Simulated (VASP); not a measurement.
# Ga16SbN15 (a cell with a defect) in VASP: electric field gradients with PBE

Aim: the electric field gradients of Ga16SbN15 (a cell with a defect) with PBE.

Program: VASP 6.6.1. These are calculated values, not measurements. Logs are shortened: lines on timing, memory, paths and dates and some standing lists are left out, and cuts for length are marked.

### 1 The cell of the first run

The cell holds a defect, 32 atoms: a = 6.360 Å, b = 6.360 Å, c = 10.332 Å, α = 90.00°, β = 90.00°, γ = 120.00°.

### 2 Electric field gradients, PBE

INCAR reads:

```
ALGO = Normal
EDIFF = 1E-8
ENCUT = 520
GGA = PE
ISIF = 2
ISMEAR = -1
LASPH = True
LCHARG = False
LEFG = True
LREAL = Auto
LUSENCCL = False
LWAVE = False
NBANDS = 166
NELM = 100
PREC = Accurate
SIGMA = 0.01
```

KPOINTS reads:

```
k-points
0
Gamma
  4 4 2
```

POSCAR reads:

```
Ga16SbN15
1.0
    6.3600000000      0.0000000000      0.0000000000
   -3.1800000000      5.5079215680      0.0000000000
    0.0000000000      0.0000000000     10.3320000000
Ga Sb N
16 1 15
Direct
    0.1666666666      0.3333333334      0.0000000000
    0.1666666666      0.3333333334      0.5000000000
    0.1666666666      0.8333333334      0.0000000000
    0.1666666666      0.8333333334      0.5000000000
    0.6666666666      0.3333333334      0.0000000000
    0.6666666666      0.3333333334      0.5000000000
    0.6666666666      0.8333333334      0.0000000000
    0.6666666666      0.8333333334      0.5000000000
    0.3333333334      0.1666666666      0.2500000000
    0.3333333334      0.1666666666      0.7500000000
    0.3333333334      0.6666666666      0.2500000000
    0.3333333334      0.6666666666      0.7500000000
    0.8333333334      0.1666666666      0.2500000000
    0.8333333334      0.1666666666      0.7500000000
    0.8333333334      0.6666666666      0.2500000000
    0.8333333334      0.6666666666      0.7500000000
    0.1666666666      0.3333333334      0.1875000000
    0.1666666666      0.3333333334      0.6875000000
    0.1666666666      0.8333333334      0.1875000000
    0.1666666666      0.8333333334      0.6875000000
    0.6666666666      0.3333333334      0.1875000000
    0.6666666666      0.3333333334      0.6875000000
    0.6666666666      0.8333333334      0.1875000000
    0.6666666666      0.8333333334      0.6875000000
    0.3333333334      0.1666666666      0.4375000000
    0.3333333334      0.1666666666      0.9375000000
    0.3333333334      0.6666666666      0.4375000000
    0.3333333334      0.6666666666      0.9375000000
    0.8333333334      0.1666666666      0.4375000000
    0.8333333334      0.1666666666      0.9375000000
    0.8333333334      0.6666666666      0.4375000000
    0.8333333334      0.6666666666      0.9375000000
```

Potentials or basis: VASP PAW PBE potentials, release 64 (Ga_d, Sb, N).

Run with:

```sh
$ cat potpaw_PBE.64/Ga_d/POTCAR potpaw_PBE.64/Sb/POTCAR potpaw_PBE.64/N/POTCAR > POTCAR
$ mpirun -np 1 vasp_std > vasp.out
```

OUTCAR:

```text
EDIFF = 1E-8
   ENCUT = 520
   GGA = PE
   ISIF = 2
   ISMEAR = -1
   LASPH = True
   LREAL = Auto
   NELM = 100
   PREC = Accurate

 ion  position               nearest neighbor table
   1  0.167  0.333  0.000-  17 1.94  28 1.95  30 1.95  26 1.95
   2  0.167  0.333  0.500-  18 1.94  27 1.95  29 1.95  25 1.95  17 3.23
   3  0.167  0.833  0.000-  19 1.94  26 1.95  32 1.95  28 1.95
   4  0.167  0.833  0.500-  20 1.94  25 1.95  31 1.95  27 1.95
   5  0.667  0.333  0.000-  21 1.94  32 1.95  26 1.95  30 1.95
   6  0.667  0.333  0.500-  22 1.94  31 1.95  25 1.95  29 1.95
   7  0.667  0.833  0.000-  23 1.94  30 1.95  28 1.95  32 1.95
   8  0.667  0.833  0.500-  24 1.94  29 1.95  27 1.95  31 1.95
   9  0.333  0.167  0.250-  25 1.94  19 1.95  21 1.95  17 1.95
  10  0.333  0.167  0.750-  26 1.94  20 1.95  22 1.95  18 1.95
  11  0.333  0.667  0.250-  27 1.94  17 1.95  23 1.95  19 1.95
  12  0.333  0.667  0.750-  28 1.94  18 1.95  24 1.95  20 1.95
  13  0.833  0.167  0.250-  29 1.94  23 1.95  17 1.95  21 1.95
  14  0.833  0.167  0.750-  30 1.94  24 1.95  18 1.95  22 1.95
  15  0.833  0.667  0.250-  31 1.94  21 1.95  19 1.95  23 1.95
  16  0.833  0.667  0.750-  32 1.94  22 1.95  20 1.95  24 1.95
  17  0.167  0.333  0.188-   1 1.94  11 1.95  13 1.95   9 1.95   2 3.23
  18  0.167  0.333  0.688-   2 1.94  12 1.95  14 1.95  10 1.95
  19  0.167  0.833  0.188-   3 1.94   9 1.95  15 1.95  11 1.95
  20  0.167  0.833  0.688-   4 1.94  10 1.95  16 1.95  12 1.95
  21  0.667  0.333  0.188-   5 1.94  15 1.95   9 1.95  13 1.95
  22  0.667  0.333  0.688-   6 1.94  16 1.95  10 1.95  14 1.95
  23  0.667  0.833  0.188-   7 1.94  13 1.95  11 1.95  15 1.95
  24  0.667  0.833  0.688-   8 1.94  14 1.95  12 1.95  16 1.95
  25  0.333  0.167  0.438-   9 1.94   4 1.95   6 1.95   2 1.95
  26  0.333  0.167  0.938-  10 1.94   3 1.95   5 1.95   1 1.95
  27  0.333  0.667  0.438-  11 1.94   2 1.95   8 1.95   4 1.95
  28  0.333  0.667  0.938-  12 1.94   1 1.95   7 1.95   3 1.95
  29  0.833  0.167  0.438-  13 1.94   8 1.95   2 1.95   6 1.95
  30  0.833  0.167  0.938-  14 1.94   7 1.95   1 1.95   5 1.95
  31  0.833  0.667  0.438-  15 1.94   6 1.95   4 1.95   8 1.95
  32  0.833  0.667  0.938-  16 1.94   5 1.95   3 1.95   7 1.95

  LATTYP: Found a hexagonal cell.
 ALAT       =     6.3600000000
 C/A-ratio  =     1.6245283019

  Lattice vectors:

 A1 = (   6.3600000000,   0.0000000000,   0.0000000000)
 A2 = (  -3.1800000000,   5.5079215680,   0.0000000000)
 A3 = (   0.0000000000,   0.0000000000,  10.3320000000)

Analysis of symmetry for initial positions (statically):
=====================================================================
 Subroutine PRICEL returns:
 Original cell was already a primitive cell.

 Routine SETGRP: Setting up the symmetry group for a
 hexagonal supercell.

 Subroutine GETGRP returns: Found  6 space group operations
 (whereof  2 operations were pure point group operations)
 out of a pool of 24 trial point group operations.

The static configuration has the point symmetry C_1h.
 The point group associated with its full space group is C_3v.

Analysis of symmetry for dynamics (positions and initial velocities):
=====================================================================
 Subroutine PRICEL returns:
 Original cell was already a primitive cell.

 Routine SETGRP: Setting up the symmetry group for a
 hexagonal supercell.

 Subroutine GETGRP returns: Found  6 space group operations
 (whereof  2 operations were pure point group operations)
 out of a pool of 24 trial point group operations.

The dynamic configuration has the point symmetry C_1h.
 The point group associated with its full space group is C_3v.

 Subroutine INISYM returns: Found  6 space group operations
 (whereof  2 operations are pure point group operations),
 and found     1 'primitive' translations

----------------------------------------------------------------------------------------

                                     Primitive cell

  volume of cell :     361.9339

  direct lattice vectors                    reciprocal lattice vectors
     6.360000000  0.000000000  0.000000000     0.157232704  0.090778344 -0.000000000
[... 138 lines left out ...]
   TEBEG  =    0.0;   TEEND  =   0.0 temperature during run
   PSTRESS=    0.0 pullay stress
   NELECT =     288.0000    total number of electrons
   NUPDOWN=      -1.0000    fix difference up-down
   EMIN   =  10.00;   EMAX   =-10.00  energy-range for DOS
   EFERMI =   0.00;   METHOD = LEGACY
   ISMEAR =    -1;   SIGMA  =   0.01  broadening in eV -4-tet -1-fermi 0-gaus
   EFERMI_NEDOS =   21; number of points for ismear=-14 and -15
   IALGO  =     38    algorithm
   IMIX   =      4    mixing-type and parameters
     AMIX     =   0.40;   BMIX     =  1.00
     AMIX_MAG =   1.60;   BMIX_MAG =  1.00
  volume/ion in A,a.u.               =      11.31        76.33
  Fermi-wavevector in a.u.,A,eV,Ry     =   1.517036  2.866782 31.312427  2.301398
  Thomas-Fermi vector in A             =   2.626345
   LORBIT       =      0    0 simple, 1 ext, 2 COOP (PROOUT), +10 PAW based schemes
   GGA     = PE    functional components
   LHFCALC =     F    Hartree Fock is set to
   AEXX    =    0.0000 exact exchange contribution
   IVDW    =     0    specifies the selected vdW correction
   LEPSILON=     F    determine dielectric tensor
   LRPA    =     F    only Hartree local field effects (RPA)
 non-spin polarized calculation
  energy-cutoff  :      520.00
  volume of cell :      361.93
 maximum number of plane-waves:      9768
 NGX is ok and might be reduce to    48
   NGX = 23   NGY = 23   NGZ = 39

 number of electron     288.0000015 magnetization

 Free energy of the ion-electron system (eV)
  ---------------------------------------------------
  ext. energy  EPLUGINS =         0.00000000
  ---------------------------------------------------
  free energy    TOTEN  =      -171.51299048 eV

  energy without entropy =     -171.51299048  energy(sigma->0) =     -171.51299048

 E-fermi :   6.9867     XC(G=0): -11.8696

 val. band max:        6.7220307252   @ k =   0.0000   0.0000   0.0000
 cond. band min:       8.3795342144   @ k =   0.0000   0.0000   0.0000
 fundamental gap:      1.6575034892
 Fermi energy:         6.9866526904

 k-point     1 :       0.0000    0.0000    0.0000
  band No.  band energies     occupation
      1     -10.0636      2.00000
      2      -9.5434      2.00000
      3      -9.4311      2.00000
      4      -9.3674      2.00000
      5      -9.2024      2.00000
      6      -9.2024      2.00000
[... 1261 lines left out ...]
    155      12.4204      0.00000
    156      12.4362      0.00000
 [bands above 156 left out]

------------------------ aborting loop because EDIFF is reached ----------------------------------------

  FORCE on cell =-STRESS in cart. coord.  units (eV):
  Direction    XX          YY          ZZ          XY          YZ          ZX
  --------------------------------------------------------------------------------------
  -------------------------------------------------------------------------------------
  Total       65.9693319     65.9693319     73.4866647      0.0000000      0.0000000     -0.0000000
  in kB      292.0272694    292.0272694    325.3043411      0.0000000      0.0000000     -0.0000000
  external PRESSURE =     303.1196267 kB  Pullay stress =       0.0000000 kB

 VOLUME and BASIS-vectors are now :
 -----------------------------------------------------------------------------
  energy-cutoff  :      520.00
  volume of cell :      361.93
      direct lattice vectors                 reciprocal lattice vectors
     6.360000000  0.000000000  0.000000000     0.157232704  0.090778344 -0.000000000
    -3.180000000  5.507921568  0.000000000     0.000000000  0.181556688  0.000000000
     0.000000000  0.000000000 10.332000000     0.000000000 -0.000000000  0.096786682

 POSITION                                       TOTAL-FORCE (eV/Angst)
 -----------------------------------------------------------------------------------
     -0.00000      1.83597      0.00000        -0.000000     -0.000000    -17.123428
     -0.00000      1.83597      5.16600        -0.000000     -0.000000      0.252139
     -1.59000      4.58993      0.00000         0.033887      0.019565     -0.238985
     -1.59000      4.58993      5.16600         0.058157      0.033577     -0.045434
      3.18000      1.83597      0.00000        -0.000000     -0.039130     -0.238985
      3.18000      1.83597      5.16600        -0.000000     -0.067153     -0.045434
[... 24 lines left out ...]
      3.18000      3.67195      4.52025        -0.000000     -0.000000      0.070127
      3.18000      3.67195      9.68625        -0.000000     -0.000000      0.201899
 -----------------------------------------------------------------------------------
    total drift:                               -0.000005     -0.000009     -0.003085

  FREE ENERGIE OF THE ION-ELECTRON SYSTEM (eV)
  ---------------------------------------------------
  free  energy   TOTEN  =      -171.5129904834 eV

  energy  without entropy=     -171.5129904834  energy(sigma->0) =     -171.51299048

 Electric field gradients (V/A^2)
---------------------------------------------------------------------
 ion       V_xx      V_yy      V_zz      V_xy      V_xz      V_yz
---------------------------------------------------------------------
   1      68.635    68.640  -137.275     0.004    -0.000     0.000
   2       1.853     1.857    -3.710     0.004    -0.000     0.000
   3       1.115     0.687    -1.802     0.379    -0.387    -0.223
   4       1.047     0.998    -2.045     0.050    -0.459    -0.265
   5       0.466     1.336    -1.802     0.004    -0.000     0.446
   6       0.967     1.078    -2.045     0.004    -0.000     0.530
[... 24 lines left out ...]
  31      -0.441    -0.442     0.883    -0.001     0.000    -0.000
  32      -0.045    -0.046     0.092    -0.001     0.000    -0.000
---------------------------------------------------------------------

 Electric field gradients after diagonalization (V/A^2)
 (convention: |V_zz| > |V_xx| > |V_yy|)
----------------------------------------------------------------------
 ion       V_xx      V_yy      V_zz     asymmetry (V_yy - V_xx)/ V_zz
----------------------------------------------------------------------
   1      68.642    68.633  -137.275       0.000
   2       1.859     1.850    -3.710       0.002
   3       1.398     0.466    -1.864       0.500
   4       1.165     0.967    -2.132       0.093
   5       1.398     0.466    -1.864       0.500
   6       1.165     0.967    -2.132       0.093
[... 24 lines left out ...]
  31      -0.442    -0.440     0.883       0.003
  32      -0.047    -0.045     0.092       0.025
----------------------------------------------------------------------

           NMR quadrupolar parameters

 Cq : quadrupolar parameter    Cq=e*Q*V_zz/h
 eta: asymmetry parameters     (V_yy - V_xx)/ V_zz
 Q  : nuclear electric quadrupole moment in mb (millibarn)
----------------------------------------------------------------------
 ion       Cq(MHz)       eta       Q (mb)
----------------------------------------------------------------------
   1      -0.332       0.000       1.000
   2      -0.009       0.002       1.000
   3      -0.005       0.500       1.000
   4      -0.005       0.093       1.000
   5      -0.005       0.500       1.000
   6      -0.005       0.093       1.000
[... 24 lines left out ...]
  31       0.002       0.003       1.000
  32       0.000       0.025       1.000
----------------------------------------------------------------------
```

Wall time 3.2 min (1 × NVIDIA H100 80GB with 1 thread of AMD EPYC 7R13 (Zen 3), shared host); peak memory 1.6 GiB.

What came out:

| Property | Result |
| --- | --- |
| Free energy | -171.5130 eV |
| Pressure | 30.3 GPa |
| Largest force | 17.123 eV/Å |
| Band gap on the k mesh | 1.66 eV |

Forces in eV/Å, atoms in the order of the input:
```
Ga    0.000   0.000 -17.123
Ga    0.000   0.000   0.252
Ga    0.034   0.020  -0.239
Ga    0.058   0.034  -0.045
Ga    0.000  -0.039  -0.239
Ga    0.000  -0.067  -0.045
Ga   -0.034   0.020  -0.239
Ga   -0.058   0.034  -0.045
Ga   13.385  -7.728   5.367
Ga    0.077  -0.044  -0.144
Ga    0.000  15.456   5.367
Ga    0.000   0.089  -0.144
Ga  -13.385  -7.728   5.367
Ga   -0.077  -0.044  -0.144
Ga    0.000   0.000  -0.042
Ga    0.000   0.000  -0.203
Sb    0.000   0.000   0.537
N     0.000   0.000   0.114
N     0.161   0.093   0.231
N    -0.044  -0.025   0.131
N     0.000  -0.186   0.231
N     0.000   0.051   0.131
N    -0.161   0.093   0.231
N     0.044  -0.025   0.131
N     0.309  -0.178   0.511
N     0.194  -0.112  -0.414
N     0.000   0.357   0.511
N     0.000   0.224  -0.414
N    -0.309  -0.178   0.511
N    -0.194  -0.112  -0.414
N     0.000   0.000   0.070
N     0.000   0.000   0.202
```

Electric field gradients, principal values (V/Å²):
| atom | least | middle | greatest (by size) |
| --- | --- | --- | --- |
| 1 Ga | 68.633 | 68.642 | -137.275 |
| 2 Ga | 1.850 | 1.859 | -3.710 |
| 3 Ga | 0.466 | 1.398 | -1.864 |
| 4 Ga | 0.967 | 1.165 | -2.132 |
| 5 Ga | 0.466 | 1.398 | -1.864 |
| 6 Ga | 0.967 | 1.165 | -2.132 |
| 7 Ga | 0.472 | 1.392 | -1.864 |
| 8 Ga | 0.974 | 1.159 | -2.133 |
| 9 Ga | 64.217 | 65.930 | -130.147 |
| 10 Ga | 1.619 | 2.445 | -4.063 |
| 11 Ga | 64.210 | 65.931 | -130.141 |
| 12 Ga | 1.612 | 2.451 | -4.063 |
| 13 Ga | 64.210 | 65.931 | -130.141 |
| 14 Ga | 1.612 | 2.451 | -4.063 |
| 15 Ga | 1.820 | 1.829 | -3.649 |
| 16 Ga | 0.329 | 0.337 | -0.666 |
| 17 Sb | -4.740 | -4.741 | 9.481 |
| 18 N | -0.810 | -0.812 | 1.622 |
| 19 N | 5.044 | 6.641 | -11.684 |
| 20 N | -0.335 | -0.460 | 0.795 |
| 21 N | 5.044 | 6.641 | -11.684 |
| 22 N | -0.335 | -0.460 | 0.795 |
| 23 N | 5.045 | 6.641 | -11.686 |
| 24 N | -0.337 | -0.458 | 0.795 |
| 25 N | 1.217 | 4.029 | -5.246 |
| 26 N | 2.737 | 3.233 | -5.970 |
| 27 N | 1.219 | 4.028 | -5.247 |
| 28 N | 2.739 | 3.232 | -5.971 |
| 29 N | 1.219 | 4.028 | -5.247 |
| 30 N | 2.739 | 3.232 | -5.971 |
| 31 N | -0.440 | -0.442 | 0.883 |
| 32 N | -0.045 | -0.047 | 0.092 |

Caveat: without QUAD_EFG the Cq values of the log hold for a quadrupole moment of 1 mb, not for the nuclei; spin-orbit coupling is left out, which moves the levels of the heavy elements.
